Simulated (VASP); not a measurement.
Fe: single point with PBE

Crystal: Fe.

```
Fe
1.0
    -1.41631    1.41631    1.41631
     1.41631   -1.41631    1.41631
     1.41631    1.41631   -1.41631
Fe
1
Cartesian
  0.0000 0.0000 0.0000
```

```
Program                : VASP 6.6.1
Task                   : single point
Functional             : PBE
Potentials or basis    : VASP PAW PBE potentials, release 64 (Fe)
Cutoff                 : 520 eV
k mesh                 : 15 × 15 × 15
Occupations            : fermi-dirac, width 0.6 eV
Spin                   : collinear spin, ferromagnetic start
Starting moments       : [2.208] μB
Dipole correction      : no
Further INCAR settings : ALGO = Normal; EDIFF = 1e-06; NBANDS = 14
```

The pressure is -0.4 GPa. The net moment is 0.65 μB per cell and the site moments are Fe +0.65 μB. The valence electrons inside the program's atomic spheres are Fe 7.27.

Levels at points of the mesh, in eV from the Fermi level:
Spin up:
```tsv
k point	band 3	band 4	band 5	band 6	band 7	band 8
(0.00, 0.00, 0.00)	-1.87	-1.87	-0.42	-0.42	24.72	24.72
```
Spin down:
```tsv
k point	band 1	band 2	band 3	band 4	band 5	band 6	band 7
(0.00, 0.00, 0.00)	-8.52	-1.32	-1.32	-1.32	0.39	0.39	24.67
```

It took 24 s on 1 thread of Intel(R) Xeon(R) Platinum 8559C (Emerald Rapids), with other jobs on the host, peak memory 0.14 GiB.
